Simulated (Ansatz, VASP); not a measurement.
Two plane-wave programs on Cu2Sb3

```xyz
5
Lattice="6.2638 0.0000 0.0000 -3.1319 5.4246 0.0000 0.0000 0.0000 4.1523" Properties=species:S:1:pos:R:3 pbc="T T T"
Cu    0.0000    3.6164    2.0762
Cu    3.1319    1.8082    2.0762
Sb    3.1319    0.0000    0.0000
Sb   -1.5660    2.7123    0.0000
Sb    1.5660    2.7123    0.0000
```

Alike in both runs: functional PBE; k mesh 3 × 3 × 4; occupations gaussian, width 0.1 eV; no spin polarisation.

Ansatz relaxed the structure, and its values are those at the end. VASP's run is a single point on that final structure, the one shown.

```csv
,VASP,Ansatz
version,VASP 6.6.1,Ansatz 0.2.0
potentials or method,"VASP PAW PBE potentials, release 64 (Cu, Sb), cutoff 520 eV","scalar-relativistic, plane waves, PAW"
valence electrons in the cell,37,83
```

```csv
,VASP,Ansatz,Ansatz less VASP
gap on the k mesh at the Fermi level (eV),none,none,-
pressure (GPa),0.0,0.0,-0.02
```

A gap of «none» marks a metal or a gap that the smearing closes. The functional is the same, so the differences come from potentials, cutoffs and numerics. VASP's potentials hold 37 valence electrons a cell and Ansatz's 83, so a difference there can come from the potentials and not from the codes.

The k mesh is coarse, so the values compare programs but aren't converged. Spin-orbit coupling is off throughout.
